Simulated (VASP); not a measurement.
Write the native input for VASP 6.6.1 that does the following.

```
Task                   : single point
Functional             : r2SCAN
Potentials or basis    : VASP PAW PBE potentials, release 64 (Ge_d)
Cutoff                 : 520 eV
k mesh                 : 12 × 12 × 12
Occupations            : gaussian, width 0.02 eV
Spin                   : no spin polarisation
Dipole correction      : no
Further INCAR settings : ALGO = Normal; EDIFF = 1e-07; NBANDS = 21
```

Ge:

```
CELL_PARAMETERS angstrom
0.00000 2.83743 2.83743
2.83743 0.00000 2.83743
2.83743 2.83743 0.00000
ATOMIC_POSITIONS crystal
Ge 0.00000 0.00000 0.00000
Ge 0.25000 0.25000 0.25000
```

The input as run:

POSCAR

```
Ge
1.0
    0.0000000000      2.8374271100      2.8374271100
    2.8374271100      0.0000000000      2.8374271100
    2.8374271100      2.8374271100      0.0000000000
Ge
2
Direct
    0.0000000000      0.0000000000      0.0000000000
    0.2500000000      0.2500000000      0.2500000000
```

INCAR.step1

```
PREC = Accurate
ENCUT = 520
ISMEAR = 0
SIGMA = 0.02
LREAL = False
LASPH = True
NELM = 100
NBANDS = 21
GGA = PE
ALGO = Normal
EDIFF = 1E-4
LWAVE = True
LCHARG = False
```

INCAR.step2

```
PREC = Accurate
ENCUT = 520
EDIFF = 1E-7
ISMEAR = 0
SIGMA = 0.02
LREAL = False
LASPH = True
NELM = 100
ALGO = Normal
ISIF = 2
LWAVE = False
LCHARG = False
METAGGA = R2SCAN
LMIXTAU = True
NBANDS = 21
ISTART = 1
```

KPOINTS

```
Automatic mesh
0
Gamma
  12 12 12
```

Potentials or basis: VASP PAW PBE potentials, release 64 (Ge_d).

Command:

```bash
$ cat potpaw_PBE.64/Ge_d/POTCAR > POTCAR
$ cp INCAR.step1 INCAR
$ mpirun -np 1 vasp_std > vasp.out
$ cp INCAR.step2 INCAR
$ mpirun -np 1 vasp_std > vasp.out
```

It gave:

* Pressure: 0.0 GPa
* Band gap on the k mesh: 0.32 eV, direct

Caveat: the PAW data sets were made with another functional, which shifts forces and pressure a little.

It took 110 s on 1 thread of Intel(R) Xeon(R) Platinum 8559C (Emerald Rapids) (shared host), peak memory 0.19 GiB.
